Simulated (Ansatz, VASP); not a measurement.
**CaO in VASP and in Ansatz**

```
Ca O
1.0
     2.92924    0.02603    0.02603
     0.02603    2.92924    0.02603
     0.02603    0.02603    2.92924
Ca O
1 1
Direct
  0.00000 0.00000 0.00000
  0.50000 0.50000 0.50000
```

Change from the starting cell: shear_111 strain +2.7%.

Alike in both runs: task single point; functional HSE06; k mesh 6 × 6 × 6; no spin polarisation.

|  | VASP | Ansatz |
| --- | --- | --- |
| version | VASP 6.6.1 | Ansatz 0.2.0 |
| potentials or method | VASP PAW PBE potentials, release 64 (Ca_sv, O) | plane waves, PAW |
| plane-wave cutoff (eV) | 520 | 420 |
| occupations | gaussian, width 0.01 eV | fixed |
| valence electrons in the cell | 16 | 16 |

Ansatz gave:

```
gap on the k mesh at the Fermi level (eV)                     : 4.49
pressure (GPa)                                                : -2.5
traceless stress, the component that is largest in VASP (GPa) : 0.30
```

Q: Estimate VASP's values.

A: gap on the k mesh at the Fermi level (eV): 4.48; pressure (GPa): -1.8; traceless stress, the component that is largest in VASP (GPa): 0.26.

Ansatz's warnings: stress exchange threshold loose, stress scf threshold loose.
